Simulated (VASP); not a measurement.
Set up this calculation in VASP 6.6.1, as the native input.

```
Task                   : single point
Functional             : BLYP
Dispersion             : D4
Potentials or basis    : VASP PAW PBE potentials, release 64 (Fe)
Cutoff                 : 520 eV
k mesh                 : 13 × 13 × 13
Occupations            : fermi-dirac, width 0.05 eV
Spin                   : collinear spin, ferromagnetic start
Starting moments       : [3.0] μB
Dipole correction      : no
Further INCAR settings : ALGO = Normal; EDIFF = 1e-07; NBANDS = 14
```

The structure of Fe lies in POSCAR:

```
Fe
1.0
   -1.4525565699      1.4525565699      1.4525565699
    1.4525565699     -1.4525565699      1.4525565699
    1.4525565699      1.4525565699     -1.4525565699
Fe
1
Direct
    0.0000000000      0.0000000000      0.0000000000
```

One way to write it, as run:

INCAR

```
SYSTEM = Fe
  PREC = Accurate
  ENCUT = 520
  EDIFF = 1E-7
  ISMEAR = -1
  SIGMA = 0.05
  LREAL = .False.
  LASPH = .True.
  NELM = 150
  ALGO = Normal
  ISIF = 2
  LWAVE = .False.
  LCHARG = .False.
  ISPIN = 2
  MAGMOM = 3
  LORBIT = 11
  LMAXMIX = 4
  GGA = B5
  ALDAX = 1.0
  AGGAX = 1.0
  AGGAC = 1.0
  ALDAC = 0.0
  IVDW = 13
  VDW_S6 = 1.0
  VDW_S8 = 2.34076671
  VDW_A1 = 0.44488865
  VDW_A2 = 4.0933009
  NBANDS = 14
```

KPOINTS

```
regular mesh
0
Gamma
  13 13 13
  0 0 0
```

Potentials or basis: VASP PAW PBE potentials, release 64 (Fe).

Command:

```bash
$ cat potpaw_PBE.64/Fe/POTCAR > POTCAR
$ mpirun -np 1 vasp_std > vasp.out
```

It gave:

The pressure is -12.6 GPa, the net moment is 2.29 μB per cell and the site moments are Fe +2.29 μB. The valence electrons inside the program's atomic spheres are Fe 7.17. The dispersion energy per atom is -0.627 eV.

Caveat: the cell stands under tension; the PAW data sets were made with another functional, which shifts forces and pressure a little.

It took 100 s on 1 thread of AMD EPYC 7R13, on a shared host, peak memory 0.12 GiB.
